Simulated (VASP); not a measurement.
# ScHO2 (R-3m) in VASP: single point with LDA

Aim: the single point of ScHO2 with LDA.

Program: VASP 6.6.1. These are calculated values, not measurements. Logs are shortened: lines on timing, memory, paths and dates and some standing lists are left out, and cuts for length are marked.

## (1) The cell of the first run

Symmetry: R-3m, No. 166, trigonal system. Conventional cell: a = 3.166 Å, b = 3.166 Å, c = 13.369 Å, α = 90.00°, β = 90.00°, γ = 120.00°. Within 2.9 Å of Sc (site symmetry -3m) lie 6 O at 2.09 Å and 6 H at 2.88 Å. Within 1.6 Å of H (site symmetry -3m) lie 2 O at 1.21 Å. Within 1.6 Å of O (site symmetry 3m) lie 1 H at 1.21 Å.

## (2) Single point, LDA

File INCAR:

```
PREC = Accurate ; ENCUT = 1340
EDIFF = 1E-6 ; ISMEAR = 0
SIGMA = 0.1 ; LREAL = False
LASPH = True ; NELM = 120
ALGO = Normal ; ISIF = 2
LWAVE = False ; LCHARG = False
NBANDS = 20 ; GGA_COMPAT = False
```

File KPOINTS:

```
Automatic mesh
0
Gamma
  6 6 6
```

File POSCAR:

```
ScHO2
1.0
    1.5830595319      0.9139798469      4.4563462091
   -1.5830595319      0.9139798469      4.4563462091
    0.0000000000     -1.8279596938      4.4563462091
Sc H O
1 1 2
Direct
    0.0000000000      0.0000000000      0.0000000000
    0.5000000000      0.5000000000      0.5000000000
    0.5903039462      0.5903039462      0.5903039462
    0.4096960538      0.4096960538      0.4096960538
```

Potentials or basis: VASP PAW LDA potentials, release 64 (Sc_sv, H_h, O_h).

Started as:

```sh
$ cat potpaw_LDA.64/Sc_sv/POTCAR potpaw_LDA.64/H_h/POTCAR potpaw_LDA.64/O_h/POTCAR > POTCAR
$ mpirun -np 1 vasp_std > vasp.out
```

OUTCAR:

```text
PREC = Accurate
   ENCUT = 1340
   EDIFF = 1E-6
   ISMEAR = 0
   LREAL = False
   LASPH = True
   NELM = 120
   ISIF = 2

 ion  position               nearest neighbor table
   1  0.000  0.000  0.000-   3 2.09   3 2.09   4 2.09   4 2.09   3 2.09   4 2.09
   2  0.500  0.500  0.500-
   3  0.590  0.590  0.590-   1 2.09   1 2.09   1 2.09
   4  0.410  0.410  0.410-   1 2.09   1 2.09   1 2.09

  LATTYP: Found a trigonal (rhomboedric) cell.
 ALAT       =     4.8166853932
 COS(alpha) =     0.7839631043

  Lattice vectors:

 A1 = (   1.5830595319,   0.9139798469,   4.4563462091)
 A2 = (  -1.5830595319,   0.9139798469,   4.4563462091)
 A3 = (   0.0000000000,  -1.8279596938,   4.4563462091)

Analysis of symmetry for initial positions (statically):
=====================================================================
 Subroutine PRICEL returns:
 Original cell was already a primitive cell.

 Routine SETGRP: Setting up the symmetry group for a
 trigonal (rhombohedral) supercell.

 Subroutine GETGRP returns: Found 12 space group operations
 (whereof 12 operations were pure point group operations)
 out of a pool of 12 trial point group operations.

The static configuration has the point symmetry D_3d.

Analysis of symmetry for dynamics (positions and initial velocities):
=====================================================================
 Subroutine PRICEL returns:
 Original cell was already a primitive cell.

 Routine SETGRP: Setting up the symmetry group for a
 trigonal (rhombohedral) supercell.

 Subroutine GETGRP returns: Found 12 space group operations
 (whereof 12 operations were pure point group operations)
 out of a pool of 12 trial point group operations.

The dynamic configuration has the point symmetry D_3d.

 Subroutine INISYM returns: Found 12 space group operations
 (whereof 12 operations are pure point group operations),
 and found     1 'primitive' translations

----------------------------------------------------------------------------------------

                                     Primitive cell

  volume of cell :      38.6869

  direct lattice vectors                    reciprocal lattice vectors
     1.583059532  0.913979847  4.456346209     0.315844092  0.182352671  0.074799694
    -1.583059532  0.913979847  4.456346209    -0.315844092  0.182352671  0.074799694
     0.000000000 -1.827959694  4.456346209     0.000000000 -0.364705343  0.074799694

  length of vectors
[... 86 lines left out ...]
   EDIFF  = 0.1E-05   stopping-criterion for ELM
   LREAL  =      F    real-space projection
   EDIFFG = 0.1E-04   stopping-criterion for IOM
   NSW    =      0    number of steps for IOM
   IBRION =     -1    ionic relax: 0-MD 1-quasi-New 2-CG
   NFREE  =      0    steps in history (QN), initial steepest desc. (CG)
   ISIF   =      2    stress and relaxation
   ISYM   =      2    0-nonsym 1-usesym 2-fastsym
   POTIM  = 0.5000    time-step for ionic-motion
   TEBEG  =    0.0;   TEEND  =   0.0 temperature during run
   PSTRESS=    0.0 pullay stress
   NELECT =      24.0000    total number of electrons
   NUPDOWN=      -1.0000    fix difference up-down
   EMIN   =  10.00;   EMAX   =-10.00  energy-range for DOS
   EFERMI =   0.00;   METHOD = LEGACY
   ISMEAR =     0;   SIGMA  =   0.10  broadening in eV -4-tet -1-fermi 0-gaus
   EFERMI_NEDOS =   21; number of points for ismear=-14 and -15
   IALGO  =     38    algorithm
   IMIX   =      4    mixing-type and parameters
     AMIX     =   0.40;   BMIX     =  1.00
     AMIX_MAG =   1.60;   BMIX_MAG =  1.00
  volume/ion in A,a.u.               =       9.67        65.27
  Fermi-wavevector in a.u.,A,eV,Ry     =   1.396231  2.638494 26.524022  1.949461
  Thomas-Fermi vector in A             =   2.519605
   LORBIT       =      0    0 simple, 1 ext, 2 COOP (PROOUT), +10 PAW based schemes
   GGA     = CA    functional components
   LHFCALC =     F    Hartree Fock is set to
   AEXX    =    0.0000 exact exchange contribution
   IVDW    =     0    specifies the selected vdW correction
   LEPSILON=     F    determine dielectric tensor
   LRPA    =     F    only Hartree local field effects (RPA)
 non-spin polarized calculation
 Gauss-broadening in eV      SIGMA  =   0.10
  energy-cutoff  :     1340.00
  volume of cell :       38.69
 maximum number of plane-waves:      4347
 NGX is ok and might be reduce to    60
   NGX = 29   NGY = 29   NGZ = 29

 number of electron      24.0000000 magnetization

 Free energy of the ion-electron system (eV)
  ---------------------------------------------------
  ext. energy  EPLUGINS =         0.00000000
  ---------------------------------------------------
  free energy    TOTEN  =       -32.40387791 eV

  energy without entropy =      -32.40387791  energy(sigma->0) =      -32.40387791

 E-fermi :   2.3579     XC(G=0): -11.0098

 val. band max:        1.8244370605   @ k =  -0.1667   0.1667   0.0000
 cond. band min:       5.8893930323   @ k =   0.5000   0.5000   0.0000
 fundamental gap:      4.0649559718
 Fermi energy:         2.3578850112

 k-point     1 :       0.0000    0.0000    0.0000
  band No.  band energies     occupation
      1     -44.5724      2.00000
      2     -23.7517      2.00000
      3     -23.3329      2.00000
      4     -23.3329      2.00000
      5     -15.6739      2.00000
      6     -13.1591      2.00000
[... 541 lines left out ...]
     19      14.2795      0.00000
     20      15.4528      0.00000

 [... further k-points ...]

------------------------ aborting loop because EDIFF is reached ----------------------------------------

  FORCE on cell =-STRESS in cart. coord.  units (eV):
  Direction    XX          YY          ZZ          XY          YZ          ZX
  --------------------------------------------------------------------------------------
  -------------------------------------------------------------------------------------
  Total        0.2060305      0.2060305      0.1418864      0.0000000     -0.0000000      0.0000000
  in kB        8.5325333      8.5325333      5.8760750      0.0000000     -0.0000000      0.0000000
  external PRESSURE =       7.6470472 kB  Pullay stress =       0.0000000 kB

 VOLUME and BASIS-vectors are now :
 -----------------------------------------------------------------------------
  energy-cutoff  :     1340.00
  volume of cell :       38.69
      direct lattice vectors                 reciprocal lattice vectors
     1.583059532  0.913979847  4.456346209     0.315844092  0.182352671  0.074799694
    -1.583059532  0.913979847  4.456346209    -0.315844092  0.182352671  0.074799694
     0.000000000 -1.827959694  4.456346209     0.000000000 -0.364705343  0.074799694

 POSITION                                       TOTAL-FORCE (eV/Angst)
 -----------------------------------------------------------------------------------
      0.00000      0.00000      0.00000         0.000000      0.000000      0.000000
      0.00000      0.00000      6.68452        -0.000000      0.000000      0.000000
      0.00000      0.00000      7.89180         0.000000     -0.000000     -0.100084
      0.00000      0.00000      5.47724         0.000000      0.000000      0.100084
 -----------------------------------------------------------------------------------
    total drift:                               -0.000000      0.000000      0.000000

  FREE ENERGIE OF THE ION-ELECTRON SYSTEM (eV)
  ---------------------------------------------------
  free  energy   TOTEN  =       -32.4038779123 eV

  energy  without entropy=      -32.4038779123  energy(sigma->0) =      -32.40387791
```

Run time: 3.3 min. Hardware: 1 thread of Intel Xeon Platinum 8259CL at 2.50GHz (Skylake/Cascade Lake), shared host; peak memory 0.43 GiB.

What came out:

```yaml
Free_energy: -32.4039 eV
Pressure: 0.8 GPa
Largest_force: 0.100 eV/Å
Band_gap_on_the_k_mesh: 4.07 eV (least direct gap 4.46 eV)
```

Forces in eV/Å, atoms in the order of the input:
```
Sc   0.000  0.000  0.000
H    0.000  0.000  0.000
O    0.000  0.000 -0.100
O    0.000  0.000  0.100
```

Levels at points of the mesh, in eV from the valence-band top:
| k point | band 10 | band 11 | band 12 | band 13 | band 14 | band 15 |
| --- | --- | --- | --- | --- | --- | --- |
| (0.00, 0.00, 0.00) | -0.53 | -0.53 | -0.15 | 4.77 | 4.98 | 4.98 |
| (0.50, 0.00, 0.00) | -1.35 | -1.28 | -0.77 | 4.45 | 5.81 | 6.26 |
| (0.50, 0.50, 0.00) | -1.78 | -1.27 | -0.71 | 4.07 | 5.93 | 6.28 |
| (0.50, 0.50, 0.50) | -2.70 | -0.06 | -0.06 | 5.02 | 5.02 | 5.92 |

A k mesh can miss the band edges.
